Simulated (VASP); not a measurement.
# CdO (Monteponite) (Fm-3m) in VASP: notebook

Aim: see how the results for CdO (Monteponite) move with the level of theory and the settings. Levels: LDA, PBE+D4. Tasks: single point.

All numbers are computed with VASP 6.6.1; they aren't measurements. Logs are shortened: lines on timing, memory, paths and dates and some standing lists are left out, and cuts for length are marked.

## Step 1: The cell of the first run

It takes space group Fm-3m (No. 225, cubic). The conventional cell has a = 4.761 Å, b = 4.761 Å, c = 4.761 Å, α = 90.00°, β = 90.00°, γ = 90.00°. Within 3.1 Å of Cd (site symmetry m-3m) lie 6 O at 2.38 Å. O (site symmetry m-3m) has 6 Cd at 2.38 Å within 3.1 Å.

## Step 2: Single point, LDA

Input file INCAR:

```
PREC = Accurate
ENCUT = 600
EDIFF = 1E-6
ISMEAR = -1
SIGMA = 0.05
LREAL = F
LASPH = T
NELM = 120
ALGO = Normal
ISIF = 2
LWAVE = F
LCHARG = F
GGA = CA
NBANDS = 16
GGA_COMPAT = F
```

Input file KPOINTS:

```
Automatic mesh
0
Gamma
  10 10 10
```

Input file POSCAR:

```
CdO
1.0
    0.0000000000      2.3804180193      2.3804180193
    2.3804180193      0.0000000000      2.3804180193
    2.3804180193      2.3804180193      0.0000000000
Cd O
1 1
Direct
    0.0000000000      0.0000000000      0.0000000000
    0.5000000000      0.5000000000      0.5000000000
```

Potentials or basis: VASP PAW LDA potentials, release 64 (Cd, O).

Command:

```
$ cat potpaw_LDA.64/Cd/POTCAR potpaw_LDA.64/O/POTCAR > POTCAR
$ mpirun -np 1 vasp_std > vasp.out
```

OUTCAR:

```text
PREC = Accurate
   ENCUT = 600
   EDIFF = 1E-6
   ISMEAR = -1
   LREAL = F
   LASPH = T
   NELM = 120
   ISIF = 2
   GGA = CA

 ion  position               nearest neighbor table
   1  0.000  0.000  0.000-   2 2.38   2 2.38   2 2.38   2 2.38   2 2.38   2 2.38
   2  0.500  0.500  0.500-   1 2.38   1 2.38   1 2.38   1 2.38   1 2.38   1 2.38

  LATTYP: Found a face centered cubic cell.
 ALAT       =     4.7608360386

  Lattice vectors:

 A1 = (   0.0000000000,   2.3804180193,   2.3804180193)
 A2 = (   2.3804180193,   0.0000000000,   2.3804180193)
 A3 = (   2.3804180193,   2.3804180193,   0.0000000000)

Analysis of symmetry for initial positions (statically):
=====================================================================
 Subroutine PRICEL returns:
 Original cell was already a primitive cell.

 Routine SETGRP: Setting up the symmetry group for a
 face centered cubic supercell.

 Subroutine GETGRP returns: Found 48 space group operations
 (whereof 48 operations were pure point group operations)
 out of a pool of 48 trial point group operations.

The static configuration has the point symmetry O_h .

Analysis of symmetry for dynamics (positions and initial velocities):
=====================================================================
 Subroutine PRICEL returns:
 Original cell was already a primitive cell.

 Routine SETGRP: Setting up the symmetry group for a
 face centered cubic supercell.

 Subroutine GETGRP returns: Found 48 space group operations
 (whereof 48 operations were pure point group operations)
 out of a pool of 48 trial point group operations.

The dynamic configuration has the point symmetry O_h .

 Subroutine INISYM returns: Found 48 space group operations
 (whereof 48 operations are pure point group operations),
 and found     1 'primitive' translations

----------------------------------------------------------------------------------------

                                     Primitive cell

  volume of cell :      26.9768

  direct lattice vectors                    reciprocal lattice vectors
     0.000000000  2.380418019  2.380418019    -0.210047141  0.210047141  0.210047141
     2.380418019  0.000000000  2.380418019     0.210047141 -0.210047141  0.210047141
     2.380418019  2.380418019  0.000000000     0.210047141  0.210047141 -0.210047141

  length of vectors
     3.366419447  3.366419447  3.366419447     0.363812321  0.363812321  0.363812321

  position of ions in fractional coordinates (direct lattice)
     0.000000000  0.000000000  0.000000000
     0.500000000  0.500000000  0.500000000

  ion indices of the primitive-cell ions
   primitive index   ion index
                 1           1
                 2           2

----------------------------------------------------------------------------------------

 KPOINTS: Automatic mesh

Automatic generation of k-mesh.
 Grid dimensions read from file:
 generate k-points for:   10   10   10

 Generating k-lattice:

  Cartesian coordinates                     Fractional coordinates (reciprocal lattice)
    -0.021004714  0.021004714  0.021004714     0.100000000  0.000000000  0.000000000
     0.021004714 -0.021004714  0.021004714     0.000000000  0.100000000  0.000000000
     0.021004714  0.021004714 -0.021004714     0.000000000  0.000000000  0.100000000

  Length of vectors
     0.036381232  0.036381232  0.036381232

  Shift w.r.t. Gamma in fractional coordinates (k-lattice)
     0.000000000  0.000000000  0.000000000

 Subroutine IBZKPT returns following result:
 ===========================================

 Found     47 irreducible k-points:

 Following reciprocal coordinates:
            Coordinates               Weight
  0.000000  0.000000  0.000000      1.000000
  0.100000  0.000000  0.000000      8.000000
  0.200000  0.000000  0.000000      8.000000
  0.300000  0.000000  0.000000      8.000000
  0.400000  0.000000  0.000000      8.000000
  0.500000  0.000000  0.000000      4.000000
[... 16 lines left out ...]
  0.300000  0.300000  0.000000      6.000000
  0.400000  0.300000  0.000000     24.000000
 [... further k-points ...]
   k-points           NKPTS =     47   k-points in BZ     NKDIM =     47   number of bands    NBANDS=     16
   number of dos      NEDOS =    301   number of ions     NIONS =      2
   total plane-waves  NPLWV =  21952
   dimension x,y,z NGX =    28 NGY =   28 NGZ =   28
   dimension x,y,z NGXF=    56 NGYF=   56 NGZF=   56
   ions per type =               1   1
   NGX,Y,Z   is equivalent  to a cutoff of  13.83, 13.83, 13.83 a.u.
   NGXF,Y,Z  is equivalent  to a cutoff of  27.65, 27.65, 27.65 a.u.
 SYSTEM =  unknown system
   PREC   = accura    normal or accurate (medium, high low for compatibility)
   ISTART =      0    job   : 0-new  1-cont  2-samecut
   ICHARG =      2    charge: 1-file 2-atom 10-const
   ISPIN  =      1    spin polarized calculation?
   LNONCOLLINEAR =      F non collinear calculations
   LSORBIT =      F    spin-orbit coupling
   LASPH  =      T    aspherical Exc in radial PAW
   ENCUT  =  600.0 eV  44.10 Ry    6.64 a.u.   6.72  6.72  6.72*2*pi/ulx,y,z
   NELM   =    120;   NELMIN=  2; NELMDL= -5     # of ELM steps
   EDIFF  = 0.1E-05   stopping-criterion for ELM
   LREAL  =      F    real-space projection
   EDIFFG = 0.1E-04   stopping-criterion for IOM
   NSW    =      0    number of steps for IOM
   IBRION =     -1    ionic relax: 0-MD 1-quasi-New 2-CG
   NFREE  =      0    steps in history (QN), initial steepest desc. (CG)
   ISIF   =      2    stress and relaxation
   ISYM   =      2    0-nonsym 1-usesym 2-fastsym
   POTIM  = 0.5000    time-step for ionic-motion
   TEBEG  =    0.0;   TEEND  =   0.0 temperature during run
   PSTRESS=    0.0 pullay stress
   NELECT =      18.0000    total number of electrons
   NUPDOWN=      -1.0000    fix difference up-down
   EMIN   =  10.00;   EMAX   =-10.00  energy-range for DOS
   EFERMI =   0.00;   METHOD = LEGACY
   ISMEAR =    -1;   SIGMA  =   0.05  broadening in eV -4-tet -1-fermi 0-gaus
   EFERMI_NEDOS =   21; number of points for ismear=-14 and -15
   IALGO  =     38    algorithm
   IMIX   =      4    mixing-type and parameters
     AMIX     =   0.40;   BMIX     =  1.00
     AMIX_MAG =   1.60;   BMIX_MAG =  1.00
  volume/ion in A,a.u.               =      13.49        91.02
  Fermi-wavevector in a.u.,A,eV,Ry     =   1.430548  2.703344 27.843882  2.046468
  Thomas-Fermi vector in A             =   2.550381
   LORBIT       =      0    0 simple, 1 ext, 2 COOP (PROOUT), +10 PAW based schemes
   GGA     = CA    functional components
   LHFCALC =     F    Hartree Fock is set to
   AEXX    =    0.0000 exact exchange contribution
   IVDW    =     0    specifies the selected vdW correction
   LEPSILON=     F    determine dielectric tensor
   LRPA    =     F    only Hartree local field effects (RPA)
 non-spin polarized calculation
  energy-cutoff  :      600.00
  volume of cell :       26.98
 maximum number of plane-waves:       934
   NGX = 13   NGY = 13   NGZ = 13

 number of electron      17.9999995 magnetization

 Free energy of the ion-electron system (eV)
  ---------------------------------------------------
  ext. energy  EPLUGINS =         0.00000000
  ---------------------------------------------------
  free energy    TOTEN  =        -9.28907592 eV

  energy without entropy =       -9.28851443  energy(sigma->0) =       -9.28879517

 E-fermi :   1.5783     XC(G=0): -11.9802

 val. band max:        1.4103397069   @ k =   0.5000   0.0000   0.0000
 cond. band min:       1.8911607676   @ k =   0.1000   0.0000   0.0000
 fundamental gap:      0.4808210607
 Fermi energy:         1.5783473178

 k-point     1 :       0.0000    0.0000    0.0000
  band No.  band energies     occupation
      1     -15.4230      2.00000
      2      -5.1918      2.00000
      3      -5.1918      2.00000
      4      -5.1918      2.00000
      5      -4.9147      2.00000
      6      -4.9147      2.00000
[... 8 lines left out ...]
     15      18.7451      0.00000
     16      18.7451      0.00000

 k-point     2 :       0.1000    0.0000    0.0000
  band No.  band energies     occupation
      1     -15.3559      2.00000
      2      -5.2283      2.00000
      3      -5.1759      2.00000
      4      -5.1759      2.00000
      5      -4.9747      2.00000
      6      -4.9747      2.00000
[... 8 lines left out ...]
     15      19.2321      0.00000
     16      19.2321      0.00000

 k-point     3 :       0.2000    0.0000    0.0000
  band No.  band energies     occupation
      1     -15.1741      2.00000
      2      -5.3675      2.00000
      3      -5.2820      2.00000
      4      -5.2820      2.00000
      5      -4.9660      2.00000
      6      -4.9660      2.00000
[... 8 lines left out ...]
     15      19.9419      0.00000
     16      19.9419      0.00000

 k-point     4 :       0.3000    0.0000    0.0000
  band No.  band energies     occupation
      1     -14.9358      2.00000
      2      -5.6387      2.00000
      3      -5.5020      2.00000
      4      -5.5020      2.00000
      5      -4.8369      2.00000
      6      -4.8369      2.00000
[... 8 lines left out ...]
     15      20.8961      0.00000
     16      20.8961      0.00000

 k-point     5 :       0.4000    0.0000    0.0000
  band No.  band energies     occupation
      1     -14.7299      2.00000
      2      -5.9365      2.00000
      3      -5.6735      2.00000
      4      -5.6735      2.00000
      5      -4.7193      2.00000
      6      -4.7193      2.00000
[... 8 lines left out ...]
     15      22.0322      0.00000
     16      22.0322      0.00000

 k-point     6 :       0.5000    0.0000    0.0000
  band No.  band energies     occupation
      1     -14.6477      2.00000
      2      -6.0660      2.00000
      3      -5.7364      2.00000
      4      -5.7364      2.00000
      5      -4.6729      2.00000
      6      -4.6729      2.00000
[... 8 lines left out ...]
     15      22.1199      0.00000
     16      22.7707      0.00000

 k-point     7 :       0.1000    0.1000    0.0000
  band No.  band energies     occupation
      1     -15.3361      2.00000
      2      -5.2337      2.00000
      3      -5.1561      2.00000
      4      -5.1561      2.00000
      5      -5.1117      2.00000
      6      -4.8911      2.00000
[... 8 lines left out ...]
     15      19.6682      0.00000
     16      20.9420      0.00000

 k-point     8 :       0.2000    0.1000    0.0000
  band No.  band energies     occupation
      1     -15.1999      2.00000
      2      -5.3426      2.00000
      3      -5.2975      2.00000
      4      -5.1596      2.00000
      5      -5.0727      2.00000
      6      -4.8775      2.00000
[... 8 lines left out ...]
     15      20.0347      0.00000
     16      21.7669      0.00000

 k-point     9 :       0.3000    0.1000    0.0000
  band No.  band energies     occupation
      1     -14.9905      2.00000
      2      -5.5825      2.00000
      3      -5.4391      2.00000
      4      -5.3164      2.00000
      5      -4.9521      2.00000
      6      -4.7879      2.00000
[... 8 lines left out ...]
     15      20.2826      0.00000
     16      22.2884      0.00000
[... 172 lines left out ...]
 k-point    19 :       0.5000    0.2000    0.0000
  band No.  band energies     occupation
      1     -14.6989      2.00000
      2      -5.7021      2.00000
      3      -5.4867      2.00000
      4      -5.4304      2.00000
      5      -4.7530      2.00000
      6      -4.6354      2.00000
[... 8 lines left out ...]
     15      22.8383      0.00000
     16      23.0647      0.00000

 k-point    20 :      -0.4000    0.2000    0.0000
  band No.  band energies     occupation
      1     -14.6686      2.00000
      2      -5.7939      2.00000
      3      -5.5563      2.00000
      4      -5.4288      2.00000
      5      -4.7031      2.00000
      6      -4.6625      2.00000
[... 8 lines left out ...]
     15      21.5723      0.00000
     16      22.0513      0.00000

 k-point    21 :      -0.3000    0.2000    0.0000
  band No.  band energies     occupation
      1     -14.7452      2.00000
      2      -5.7648      2.00000
      3      -5.5870      2.00000
      4      -5.3879      2.00000
      5      -4.8269      2.00000
      6      -4.6241      2.00000
[... 8 lines left out ...]
     15      20.5702      0.00000
     16      21.2829      0.00000

 k-point    22 :      -0.2000    0.2000    0.0000
  band No.  band energies     occupation
      1     -14.8961      2.00000
      2      -5.6220      2.00000
      3      -5.5247      2.00000
      4      -5.3707      2.00000
      5      -4.9497      2.00000
      6      -4.6723      2.00000
[... 8 lines left out ...]
     15      20.2666      0.00000
     16      21.5579      0.00000

 k-point    23 :       0.3000    0.3000    0.0000
  band No.  band energies     occupation
      1     -14.9266      2.00000
      2      -5.4751      2.00000
      3      -5.4107      2.00000
      4      -4.8509      2.00000
      5      -4.8509      2.00000
      6      -4.7515      2.00000
[... 8 lines left out ...]
     15      24.7661      0.00000
     16      25.2204      0.00000

 k-point    24 :       0.4000    0.3000    0.0000
  band No.  band energies     occupation
      1     -14.8340      2.00000
      2      -5.5250      2.00000
      3      -5.2435      2.00000
      4      -4.9174      2.00000
      5      -4.7507      2.00000
      6      -4.6390      2.00000
[... 8 lines left out ...]
     15      24.4025      0.00000
     16      25.0673      0.00000

 [... further k-points ...]
[... 5 lines left out ...]
  --------------------------------------------------------------------------------------
  -------------------------------------------------------------------------------------
  Total       -1.6147858     -1.6147858     -1.6147858     -0.0000000      0.0000000      0.0000000
  in kB      -95.9038015    -95.9038015    -95.9038015     -0.0000000      0.0000000      0.0000000
  external PRESSURE =     -95.9038015 kB  Pullay stress =       0.0000000 kB

 VOLUME and BASIS-vectors are now :
 -----------------------------------------------------------------------------
  energy-cutoff  :      600.00
  volume of cell :       26.98
      direct lattice vectors                 reciprocal lattice vectors
     0.000000000  2.380418019  2.380418019    -0.210047141  0.210047141  0.210047141
     2.380418019  0.000000000  2.380418019     0.210047141 -0.210047141  0.210047141
     2.380418019  2.380418019  0.000000000     0.210047141  0.210047141 -0.210047141

 POSITION                                       TOTAL-FORCE (eV/Angst)
 -----------------------------------------------------------------------------------
      0.00000      0.00000      0.00000        -0.000000      0.000000     -0.000000
      2.38042      2.38042      2.38042         0.000000      0.000000      0.000000
 -----------------------------------------------------------------------------------
    total drift:                                0.000000      0.000000      0.000000

  FREE ENERGIE OF THE ION-ELECTRON SYSTEM (eV)
  ---------------------------------------------------
  free  energy   TOTEN  =        -9.2890759153 eV

  energy  without entropy=       -9.2885144276  energy(sigma->0) =       -9.28879517
```

Run time: 19 s. Hardware: 1 thread of Intel Xeon Platinum 8259CL at 2.50GHz (Skylake/Cascade Lake), shared host; peak memory 0.15 GiB.

Results:

```yaml
Free_energy: -9.2891 eV
Pressure: -9.6 GPa
Band_gap_on_the_k_mesh: zero (band 9 reaches 1.41 eV, above the bottom of band 10 at 0.82 eV)
```

Levels at points of the mesh, in eV from the Fermi level:
| k point | band 6 | band 7 | band 8 | band 9 | band 10 | band 11 | band 12 | band 13 |
| --- | --- | --- | --- | --- | --- | --- | --- | --- |
| (0.00, 0.00, 0.00) | -6.49 | -1.40 | -1.40 | -1.40 | -0.76 | 14.59 | 16.44 | 16.44 |
| (0.50, 0.00, 0.00) | -6.25 | -3.93 | -0.17 | -0.17 | 4.10 | 6.72 | 11.33 | 11.33 |
| (0.50, 0.50, 0.00) | -5.83 | -4.32 | -2.35 | -2.35 | 3.33 | 8.06 | 10.79 | 12.62 |

[end of part 1 of 3]
